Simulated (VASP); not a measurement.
# Ge (Cmcm) in VASP: a series of runs

Ge is run at these levels: PBE; tasks: single point, relaxation of cell and atoms.

All numbers are computed with VASP 6.6.1; they aren't measurements. Logs are shortened: lines on timing, memory, paths and dates and some standing lists are left out, and cuts for length are marked.

### Step 1. The cell of the first run

Symmetry: Cmcm, No. 63, orthorhombic system. Conventional cell: a = 5.679 Å, b = 12.261 Å, c = 3.959 Å, α = 90.00°, β = 90.00°, γ = 90.00°. Ge (site symmetry m) has 4 Ge at 2.35 to 2.43 Å within 3.1 Å. Ge (site symmetry m2m) has 4 Ge at 2.39 to 2.42 Å within 3.2 Å.

### Step 2. Single point, PBE

Input file INCAR:

```
PREC = Accurate
ENCUT = 520
EDIFF = 1E-6
ISMEAR = 0
SIGMA = 0.1
LREAL = False
LASPH = True
NELM = 80
ALGO = Normal
ISIF = 2
LWAVE = False
LCHARG = True
GGA = PE
LELF = True
LVHAR = True
NBANDS = 51
```

Input file KPOINTS:

```
regular mesh
0
Gamma
  4 4 4
```

Input file POSCAR:

```
Ge
1.0
    2.8397115400     -6.1305406500      0.0000000000
    2.8397115400      6.1305406500      0.0000000000
    0.0000000000      0.0000000000      3.9588465400
Ge
6
Direct
    0.0103742300      0.4026880100      0.2500000000
    0.4026880100      0.0103742300      0.7500000000
    0.5973119900      0.9896257700      0.2500000000
    0.9896257700      0.5973119900      0.7500000000
    0.4430938800      0.5569061200      0.2500000000
    0.5569061200      0.4430938800      0.7500000000
```

Potentials or basis: VASP PAW PBE potentials, release 64 (Ge_d).

Launch:

```
$ cat potpaw_PBE.64/Ge_d/POTCAR > POTCAR
$ mpirun -np 1 vasp_std > vasp.out
```

OUTCAR:

```text
PREC = Accurate
   ENCUT = 520
   EDIFF = 1E-6
   ISMEAR = 0
   LREAL = False
   LASPH = True
   NELM = 80
   ISIF = 2
   GGA = PE

 ion  position               nearest neighbor table
   1  0.010  0.403  0.250-   3 2.35   5 2.39   4 2.43   4 2.43
   2  0.403  0.010  0.750-   4 2.35   6 2.39   3 2.43   3 2.43
   3  0.597  0.990  0.250-   1 2.35   5 2.39   2 2.43   2 2.43
   4  0.990  0.597  0.750-   2 2.35   6 2.39   1 2.43   1 2.43
   5  0.443  0.557  0.250-   1 2.39   3 2.39   6 2.42   6 2.42
   6  0.557  0.443  0.750-   2 2.39   4 2.39   5 2.42   5 2.42

  LATTYP: Found a base centered orthorhombic cell.
 ALAT       =     5.6794230800
 B/A-ratio  =     2.1588603503
 C/A-ratio  =     0.6970508244

  Lattice vectors:

 A1 = (   2.8397115400,  -6.1305406500,   0.0000000000)
 A2 = (   2.8397115400,   6.1305406500,   0.0000000000)
 A3 = (   0.0000000000,   0.0000000000,   3.9588465400)

Analysis of symmetry for initial positions (statically):
=====================================================================
 Subroutine PRICEL returns:
 Original cell was already a primitive cell.

 Routine SETGRP: Setting up the symmetry group for a
 base centered orthorhombic supercell.

 Subroutine GETGRP returns: Found  8 space group operations
 (whereof  4 operations were pure point group operations)
 out of a pool of  8 trial point group operations.

The static configuration has the point symmetry C_2h.
 The point group associated with its full space group is D_2h.

Analysis of symmetry for dynamics (positions and initial velocities):
=====================================================================
 Subroutine PRICEL returns:
 Original cell was already a primitive cell.

 Routine SETGRP: Setting up the symmetry group for a
 base centered orthorhombic supercell.

 Subroutine GETGRP returns: Found  8 space group operations
 (whereof  4 operations were pure point group operations)
 out of a pool of  8 trial point group operations.

The dynamic configuration has the point symmetry C_2h.
 The point group associated with its full space group is D_2h.

 Subroutine INISYM returns: Found  8 space group operations
 (whereof  4 operations are pure point group operations),
 and found     1 'primitive' translations

----------------------------------------------------------------------------------------

                                     Primitive cell

[... 95 lines left out ...]
   LREAL  =      F    real-space projection
   EDIFFG = 0.1E-04   stopping-criterion for IOM
   NSW    =      0    number of steps for IOM
   IBRION =     -1    ionic relax: 0-MD 1-quasi-New 2-CG
   NFREE  =      0    steps in history (QN), initial steepest desc. (CG)
   ISIF   =      2    stress and relaxation
   ISYM   =      2    0-nonsym 1-usesym 2-fastsym
   POTIM  = 0.5000    time-step for ionic-motion
   TEBEG  =    0.0;   TEEND  =   0.0 temperature during run
   PSTRESS=    0.0 pullay stress
   NELECT =      84.0000    total number of electrons
   NUPDOWN=      -1.0000    fix difference up-down
   EMIN   =  10.00;   EMAX   =-10.00  energy-range for DOS
   EFERMI =   0.00;   METHOD = LEGACY
   ISMEAR =     0;   SIGMA  =   0.10  broadening in eV -4-tet -1-fermi 0-gaus
   EFERMI_NEDOS =   21; number of points for ismear=-14 and -15
   IALGO  =     38    algorithm
   IMIX   =      4    mixing-type and parameters
     AMIX     =   0.40;   BMIX     =  1.00
     AMIX_MAG =   1.60;   BMIX_MAG =  1.00
  volume/ion in A,a.u.               =      22.97       155.03
  Fermi-wavevector in a.u.,A,eV,Ry     =   1.387961  2.622867 26.210762  1.926437
  Thomas-Fermi vector in A             =   2.512133
   LORBIT       =      0    0 simple, 1 ext, 2 COOP (PROOUT), +10 PAW based schemes
   GGA     = PE    functional components
   LHFCALC =     F    Hartree Fock is set to
   AEXX    =    0.0000 exact exchange contribution
   IVDW    =     0    specifies the selected vdW correction
   LEPSILON=     F    determine dielectric tensor
   LRPA    =     F    only Hartree local field effects (RPA)
 non-spin polarized calculation
 Gauss-broadening in eV      SIGMA  =   0.10
  energy-cutoff  :      520.00
  volume of cell :      137.84
 maximum number of plane-waves:      3747
   NGX = 25   NGY = 25   NGZ = 15

 number of electron      84.0000009 magnetization

 Free energy of the ion-electron system (eV)
  ---------------------------------------------------
  ext. energy  EPLUGINS =         0.00000000
  ---------------------------------------------------
  free energy    TOTEN  =       -25.95856327 eV

  energy without entropy =      -25.95607509  energy(sigma->0) =      -25.95731918

 E-fermi :   4.7372     XC(G=0):  -9.6520

 val. band max:        4.6509533904   @ k =   0.0000   0.0000   0.0000
 cond. band min:       4.7833233540   @ k =   0.5000   0.5000   0.0000
 fundamental gap:      0.1323699635
 Fermi energy:         4.7371805312

 k-point     1 :       0.0000    0.0000    0.0000
  band No.  band energies     occupation
      1     -20.1659      2.00000
      2     -20.1135      2.00000
      3     -20.1132      2.00000
      4     -20.1026      2.00000
      5     -20.0970      2.00000
      6     -20.0902      2.00000
[... 1123 lines left out ...]
     50      10.3512      0.00000
     51      12.3441      0.00000

------------------------ aborting loop because EDIFF is reached ----------------------------------------

  FORCE on cell =-STRESS in cart. coord.  units (eV):
  Direction    XX          YY          ZZ          XY          YZ          ZX
  --------------------------------------------------------------------------------------
  -------------------------------------------------------------------------------------
  Total       11.8258606      5.3834829      5.3732053      0.0000000      0.0000000      0.0000000
  in kB      137.4585221     62.5752013     62.4557387      0.0000000      0.0000000      0.0000000
  external PRESSURE =      87.4964874 kB  Pullay stress =       0.0000000 kB

 VOLUME and BASIS-vectors are now :
 -----------------------------------------------------------------------------
  energy-cutoff  :      520.00
  volume of cell :      137.84
      direct lattice vectors                 reciprocal lattice vectors
     2.839711540 -6.130540650  0.000000000     0.176074222 -0.081558875  0.000000000
     2.839711540  6.130540650  0.000000000     0.176074222  0.081558875  0.000000000
     0.000000000  0.000000000  3.958846540     0.000000000  0.000000000  0.252598829

 POSITION                                       TOTAL-FORCE (eV/Angst)
 -----------------------------------------------------------------------------------
      1.17298      2.40510      0.98971         0.110843     -0.175814      0.000000
      1.17298     -2.40510      2.96913         0.110843      0.175814      0.000000
      4.50645      2.40510      0.98971        -0.110843     -0.175814     -0.000000
      4.50645     -2.40510      2.96913        -0.110843      0.175814     -0.000000
      2.83971      0.69773      0.98971        -0.000000     -0.755872      0.000000
      2.83971     -0.69773      2.96913        -0.000000      0.755872      0.000000
 -----------------------------------------------------------------------------------
    total drift:                                0.000000      0.000000      0.000000

  FREE ENERGIE OF THE ION-ELECTRON SYSTEM (eV)
  ---------------------------------------------------
  free  energy   TOTEN  =       -25.9585632703 eV

  energy  without entropy=      -25.9560750882  energy(sigma->0) =      -25.95731918
```

stdout:

```text
POSCAR found type information on POSCAR Ge
 POSCAR found :  1 types and       6 ions
 scaLAPACK will be used
 LDA part: xc-table for (Slater+PW92), standard interpolation
 POSCAR, INCAR and KPOINTS ok, starting setup
 FFT: planning ... GRIDC
 FFT: planning ... GRID_SOFT
 FFT: planning ... GRID
 WAVECAR not read
 entering main loop
```

Wall time 1.8 min (1 thread of AMD EPYC 9R45 (Zen 5), shared host); peak memory 0.27 GiB.

What came out:

```
Free energy            : -25.9586 eV
Pressure               : 8.7 GPa
Largest force          : 0.756 eV/Å
Band gap on the k mesh : 0.13 eV, indirect (least direct gap 0.17 eV)
```

Forces on the atoms (eV/Å):
```
Ge   0.111 -0.176  0.000
Ge   0.111  0.176  0.000
Ge  -0.111 -0.176  0.000
Ge  -0.111  0.176  0.000
Ge   0.000 -0.756  0.000
Ge   0.000  0.756  0.000
```

A k mesh can miss the band edges.

### Step 3. Single point, PBE

This run uses another cell than the first one, of 25.85 Å³/atom, 1.125 times its volume.

Input file INCAR:

```
SYSTEM = Ge
ALGO = Normal
EDIFF = 1E-7
ENCUT = 520
GGA = PE
ISIF = 2
ISMEAR = 0
LASPH = .True.
LCHARG = .True.
LELF = .True.
LREAL = .False.
LVHAR = .True.
LWAVE = .False.
NBANDS = 51
NELM = 60
PREC = Accurate
SIGMA = 0.1
```

Input file KPOINTS:

```
k-points
0
Gamma
  4 4 4
  0 0 0
```

Input file POSCAR:

```
Ge
1.0
    3.0119462058     -6.2637276303      0.0000000000
    3.0119462058      6.2637276303      0.0000000000
    0.0000000000      0.0000000000      4.1099697266
Ge
6
Direct
    0.0108639450      0.4023333658      0.2500000000
    0.4023333658      0.0108639450      0.7500000000
    0.5976666342      0.9891360550      0.2500000000
    0.9891360550      0.5976666342      0.7500000000
    0.4450449723      0.5549550277      0.2500000000
    0.5549550277      0.4450449723      0.7500000000
```

Potentials or basis: VASP PAW PBE potentials, release 64 (Ge_d).

Launch:

```
$ cat potpaw_PBE.64/Ge_d/POTCAR > POTCAR
$ mpirun -np 1 vasp_std > vasp.out
```

Wall time 2.3 min (1 thread of AMD EPYC 9R45 (Zen 5), shared host); peak memory 0.31 GiB.

It converged, with:

| Quantity | Value |
| --- | --- |
| Free energy | -26.4612 eV |
| Pressure | 0.0 GPa |
| Largest force | 0.015 eV/Å |
| Band gap on the k mesh | 0.07 eV, direct |

Forces on the atoms (eV/Å):
```
Ge   0.013  0.007  0.000
Ge   0.013 -0.007  0.000
Ge  -0.013  0.007  0.000
Ge  -0.013 -0.007  0.000
Ge   0.000 -0.013  0.000
Ge   0.000  0.013  0.000
```

Stress tensor (GPa, compression positive):
```
 0.16  0.00  0.00
 0.00 -0.06  0.00
 0.00  0.00 -0.09
```

Levels at points of the mesh, in eV from the valence-band top:
| k point | band 38 | band 39 | band 40 | band 41 | band 42 | band 43 | band 44 | band 45 | band 46 | band 47 |
| --- | --- | --- | --- | --- | --- | --- | --- | --- | --- | --- |
| (0.00, 0.00, 0.00) | -1.93 | -0.70 | -0.69 | -0.07 | 0.00 | 0.07 | 0.49 | 0.77 | 2.72 | 3.21 |
| (0.50, 0.00, 0.00) | -2.13 | -1.89 | -1.45 | -0.72 | -0.52 | 0.78 | 1.31 | 1.89 | 2.12 | 2.32 |
| (0.50, 0.50, 0.00) | -2.30 | -2.16 | -1.69 | -1.23 | -0.10 | 0.33 | 1.79 | 2.85 | 3.80 | 3.85 |
| (0.00, 0.00, 0.50) | -3.84 | -3.23 | -3.23 | -1.92 | -1.92 | 2.36 | 2.36 | 4.02 | 4.02 | 4.44 |
| (0.50, 0.00, 0.50) | -3.19 | -1.98 | -1.98 | -1.14 | -1.14 | 0.59 | 0.59 | 2.24 | 2.24 | 4.58 |
| (0.50, 0.50, 0.50) | -3.72 | -2.06 | -2.06 | -1.45 | -1.45 | 0.90 | 0.90 | 2.15 | 2.15 | 3.47 |

A k mesh can miss the band edges.

### Step 4. Relaxation of cell and atoms, PBE

Input file INCAR:

```
SYSTEM = Ge
PREC = Accurate
ENCUT = 600
EDIFF = 1E-7
ISMEAR = 0
SIGMA = 0.1
LREAL = .False.
LASPH = .True.
NELM = 100
ALGO = Normal
ISIF = 3
LWAVE = .False.
LCHARG = .False.
GGA = PE
IBRION = 2
NSW = 90
EDIFFG = -0.04
```

Input file KPOINTS:

```
regular mesh
0
Gamma
  4 4 4
  0 0 0
```

Input file POSCAR:

```
Ge
1.0
    2.8397115400     -6.1305406500      0.0000000000
    2.8397115400      6.1305406500      0.0000000000
    0.0000000000      0.0000000000      3.9588465400
Ge
6
Direct
    0.0103742300      0.4026880100      0.2500000000
    0.4026880100      0.0103742300      0.7500000000
    0.5973119900      0.9896257700      0.2500000000
    0.9896257700      0.5973119900      0.7500000000
    0.4430938800      0.5569061200      0.2500000000
    0.5569061200      0.4430938800      0.7500000000
```

Launch:

```
$ cat potpaw_PBE.64/Ge_d/POTCAR > POTCAR
$ mpirun -np 1 vasp_std > vasp.out
```

It took 11 min on 1 thread of AMD EPYC 9R45 (Zen 5), shared host; peak memory 0.34 GiB.

It converged, with:

| Property | Result |
| --- | --- |
| Free energy | -26.4605 eV |
| Relaxed volume | 25.86 Å³/atom |
| Relaxed cell | a = 6.964 Å, b = 6.964 Å, c = 4.102 Å, α = 90.00°, β = 90.00°, γ = 128.73° |
| Space group after relaxing (to 0.05 Å) | Cmcm (No. 63) |
| Energy gained by relaxing | 83.6 meV/atom |
| Ionic steps | 7 |
| Pressure after relaxing | 0.0 GPa |
| Largest force after relaxing | 0.034 eV/Å |

Forces in eV/Å, atoms in the order of the input:
```
Ge  -0.004  0.019  0.000
Ge  -0.004 -0.019  0.000
Ge   0.004  0.019  0.000
Ge   0.004 -0.019  0.000
Ge   0.000 -0.034  0.000
Ge   0.000  0.034  0.000
```

Stress tensor (GPa, compression positive):
```
 0.12  0.00  0.00
 0.00 -0.14  0.00
 0.00  0.00  0.03
```

The path:
```tsv
step	energy change (eV)	largest force (eV/Å)	pressure (GPa)	volume (Å³)
1	0.0000	0.7556	8.83	137.84
2	-0.3881	0.3663	-2.63	164.56
3	-0.4961	0.1047	0.17	154.76
4	-0.4960	0.1174	0.08	155.11
5	-0.5003	0.0600	-0.19	155.83
6	-0.5004	0.0347	-0.19	155.73
7	-0.5014	0.0339	0.00	155.18
```

Final structure:
```yaml
crystal:
  lattice:
    - [3.01286, -6.27815, 0.00000]
    - [3.01286, 6.27815, 0.00000]
    - [0.00000, 0.00000, 4.10202]
  atoms:
    - { symbol: Ge, position: [0.01116, 0.40234, 0.25000] }
    - { symbol: Ge, position: [0.40234, 0.01116, 0.75000] }
    - { symbol: Ge, position: [0.59766, 0.98884, 0.25000] }
    - { symbol: Ge, position: [0.98884, 0.59766, 0.75000] }
    - { symbol: Ge, position: [0.44486, 0.55514, 0.25000] }
    - { symbol: Ge, position: [0.55514, 0.44486, 0.75000] }
```

Levels at points of the mesh, in eV from the Fermi level:
| k point | band 38 | band 39 | band 40 | band 41 | band 42 | band 43 | band 44 | band 45 | band 46 | band 47 |
| --- | --- | --- | --- | --- | --- | --- | --- | --- | --- | --- |
| (0.00, 0.00, 0.00) | -1.98 | -0.75 | -0.72 | -0.10 | -0.04 | 0.00 | 0.48 | 0.72 | 2.68 | 3.16 |
| (0.50, 0.00, 0.00) | -2.15 | -1.94 | -1.48 | -0.74 | -0.58 | 0.74 | 1.29 | 1.86 | 2.07 | 2.26 |
| (0.50, 0.50, 0.00) | -2.32 | -2.22 | -1.71 | -1.28 | -0.13 | 0.31 | 1.77 | 2.82 | 3.76 | 3.81 |
| (0.00, 0.00, 0.50) | -3.88 | -3.28 | -3.28 | -1.97 | -1.97 | 2.32 | 2.32 | 3.96 | 3.96 | 4.37 |
| (0.50, 0.00, 0.50) | -3.24 | -2.04 | -2.04 | -1.19 | -1.19 | 0.53 | 0.53 | 2.18 | 2.18 | 4.51 |
| (0.50, 0.50, 0.50) | -3.77 | -2.11 | -2.11 | -1.51 | -1.51 | 0.83 | 0.83 | 2.10 | 2.10 | 3.41 |

Caveat: the k points lie up to 0.38 Å⁻¹ apart in the final cell.

### Step 5. Overview

```csv
task,cell,cutoff (eV),gap on the mesh (eV),pressure (GPa),largest force (eV/Å)
single point,"a = 6.756, b = 6.756, c = 3.959 Å, angles 90.0, 90.0, 130.3°, 6 atoms",520,0.13,8.7,0.76
single point,"a = 6.950, b = 6.950, c = 4.110 Å, angles 90.0, 90.0, 128.6°, 6 atoms",520,0.07,0.0,0.01
relaxation of cell and atoms,"relaxed from a = 6.756, b = 6.756, c = 3.959 Å, angles 90.0, 90.0, 130.3°, 6 atoms",600,-,0.0,0.03
```

Alike in all rows: level PBE; potentials or basis VASP PAW PBE potentials, release 64 (Ge_d); no spin polarisation; k mesh 4 × 4 × 4; smearing gaussian 0.1 eV.

Caveats: some runs use coarse meshes.

Absolute energies hang on the potentials; compare differences alone.
